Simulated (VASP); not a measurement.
A run of VASP 6.6.1 is set up as follows.

INCAR

```
  PREC = Accurate
  ENCUT = 520
  EDIFF = 1E-6
  ISMEAR = 0
  SIGMA = 0.05
  LREAL = False
  LASPH = True
  NELM = 80
  ALGO = Normal
  ISIF = 2
  LWAVE = False
  LCHARG = False
  GGA = CA
  NBANDS = 12
```

The input KPOINTS:

```
regular mesh
0
Gamma
  10 10 10
```

File POSCAR:

```
Nb
1.0
   -1.6226072215      1.6226072215      1.6226072215
    1.6226072215     -1.6226072215      1.6226072215
    1.6226072215      1.6226072215     -1.6226072215
Nb
1
Direct
    0.0000000000      0.0000000000      0.0000000000
```

Potentials or basis: VASP PAW LDA potentials, release 64 (Nb_sv).

The run is started by

```bash
$ cat potpaw_LDA.64/Nb_sv/POTCAR > POTCAR
$ mpirun -np 1 vasp_std > vasp.out
```

Problem. What does it give for the pressure?

Solution. -0.2 GPa.
